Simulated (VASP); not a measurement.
**YN (e600): single point with PBEsol**

The system is YN (e600).

```
Y N
1.0
     0.00000    2.42156    2.46476
     2.42156    0.00000    2.46476
     2.42156    2.42156    0.00000
Y N
1 1
Direct
  0.00000 0.00000 0.00000
  0.50000 0.50000 0.50000
```

| Property | Result |
| --- | --- |
| Program | VASP 6.6.1 |
| Task | single point |
| Functional | PBEsol |
| Potentials or basis | VASP PAW PBE potentials, release 64 (Y_sv, N) |
| Cutoff | 600 eV |
| k mesh | 10 × 10 × 10 |
| Occupations | gaussian, width 0.01 eV |
| Spin | no spin polarisation |
| Dipole correction | no |
| Further INCAR settings | ALGO = Normal; EDIFF = 1e-06; NBANDS = 15 |

The pressure is -1.7 GPa and the band gap on the k mesh is 0.05 eV, indirect (least direct gap 0.43 eV).

Stress tensor (GPa, compression positive):
```
-0.23  0.00  0.00
 0.00 -0.23  0.00
 0.00  0.00 -4.56
```

Levels at points of the mesh, in eV from the valence-band top:
| k point | band 5 | band 6 | band 7 | band 8 | band 9 | band 10 | band 11 | band 12 |
| --- | --- | --- | --- | --- | --- | --- | --- | --- |
| (0.00, 0.00, 0.00) | -12.92 | -0.08 | 0.00 | 0.00 | 2.98 | 3.14 | 3.14 | 4.07 |
| (0.50, 0.00, 0.00) | -11.06 | -4.20 | -2.33 | -2.32 | 5.71 | 6.37 | 6.46 | 6.67 |
| (0.50, 0.50, 0.00) | -12.48 | -1.62 | -0.37 | -0.37 | 0.09 | 6.90 | 7.29 | 7.99 |
| (0.50, 0.00, 0.50) | -12.48 | -1.46 | -0.47 | -0.38 | 0.05 | 6.84 | 7.39 | 7.89 |

Run time: 72 s on 1 thread of AMD EPYC 7R13 (shared host), peak memory 0.19 GiB.

Caveat: the PAW data sets were made with another functional, which shifts forces and pressure a little. A k mesh can miss the band edges.
